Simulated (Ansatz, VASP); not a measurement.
## Two plane-wave programs on CsPbI2Br

```
Pb Cs I Br
1.0
     6.37530    0.00000    0.00000
     0.00000    6.37530    0.00000
     0.00000    0.00000    5.96222
Pb Cs I Br
1 1 2 1
Direct
  0.00000 0.00000 0.00000
  0.50000 0.50000 0.50000
  0.50000 0.00000 0.00000
  0.00000 0.50000 0.00000
  0.00000 0.00000 0.50000
```

Alike in both runs: task single point; functional PBE; k mesh 4 × 4 × 5; occupations fermi-dirac, width 0.05 eV; no spin polarisation.

|  | VASP | Ansatz |
| --- | --- | --- |
| version | VASP 6.6.1 | Ansatz 0.2.0 |
| potentials or method | VASP PAW PBE potentials, release 64 (Pb_d, Cs_sv, I, Br) | Ansatz PAW |
| plane-wave cutoff (eV) | 520 | 420 |
| valence electrons in the cell | 44 | 64 |

Ansatz gave:

* gap on the k mesh at the Fermi level (eV): 1.67
* least direct gap on the mesh (eV): 1.67
* pressure (GPa): 0.3
* traceless stress, the component that is largest in VASP (GPa): -0.16

Which values does VASP return?

gap on the k mesh at the Fermi level (eV): 1.67; least direct gap on the mesh (eV): 1.67; pressure (GPa): 0.3; traceless stress, the component that is largest in VASP (GPa): -0.15.

VASP's potentials hold 44 valence electrons a cell and Ansatz's 64, so a difference there can come from the potentials and not from the codes.

Spin-orbit coupling is off throughout. Noted on Ansatz's run: odd divisions of the mesh miss points on the zone boundary, where band edges often lie, so the gap on the mesh can be too wide.
